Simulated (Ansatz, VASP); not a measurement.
**One calculation of Zr, two programs**

```
CELL_PARAMETERS angstrom
3.12879 0.00000 0.00000
-1.56440 2.70961 0.00000
0.00000 0.00000 5.06573
ATOMIC_POSITIONS crystal
Zr 0.33333 0.66667 0.25000
Zr 0.66667 0.33333 0.75000
```

Alike in both runs: functional PBEsol; dispersion D3(BJ); k mesh 15 × 15 × 8; occupations gaussian, width 0.1 eV; no spin polarisation.

Ansatz relaxed the structure, and its values are those at the end. VASP's run is a single point on that final structure, the one shown.

```csv
,VASP,Ansatz
version,VASP 6.6.1,Ansatz 0.2.0
potentials or method,"VASP PAW PBE potentials, release 64 (Zr_sv), cutoff 500 eV","scalar-relativistic, plane waves, PAW"
valence electrons in the cell,24,24
```

```tsv
	VASP	Ansatz	Ansatz less VASP
gap on the k mesh at the Fermi level (eV)	none	none	-
pressure (GPa)	0.1	0.0	-0.05
```

VASP's potentials were made for PBE, not for PBEsol, and Ansatz warns of the same on its side. A gap of «none» marks a metal or a gap that the smearing closes.
